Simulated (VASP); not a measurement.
Hg, 1 atom in the cell. The typed cell holds 1 atom: a = 3.465 Å, b = 3.465 Å, c = 3.465 Å, α = 60.09°, β = 60.09°, γ = 60.09°. 

- Program: VASP 6.6.1
- Task: single point
- Functional: PBE
- Potentials or basis: VASP PAW PBE potentials, release 64 (Hg)
- Cutoff: 500 eV
- k mesh: 6 × 6 × 6, shifted
- Occupations: fermi-dirac, width 0.0143 eV
- Spin: non-collinear spin, zero start, spin-orbit coupling
- Starting moments: [[0.0, 0.0, 0.0]] μB
- Dipole correction: no
- Further INCAR settings: ALGO = Normal; EDIFF = 1e-06; NBANDS = 23; ISYM = -1

Potentials or basis: VASP PAW PBE potentials, release 64 (Hg).

The run is started by

```bash
$ cat potpaw_PBE.64/Hg/POTCAR > POTCAR
$ mpirun -np 1 vasp_ncl > vasp.out
```

Hardware: 1 thread of Intel Xeon 8259CL, with other jobs on the host.

Q: Estimate the wall time of this run.

A: It took 8.3 min on 1 thread of Intel Xeon 8259CL, with other jobs on the host, peak memory 0.37 GiB. Counts: scf iterations 11, k points 216.
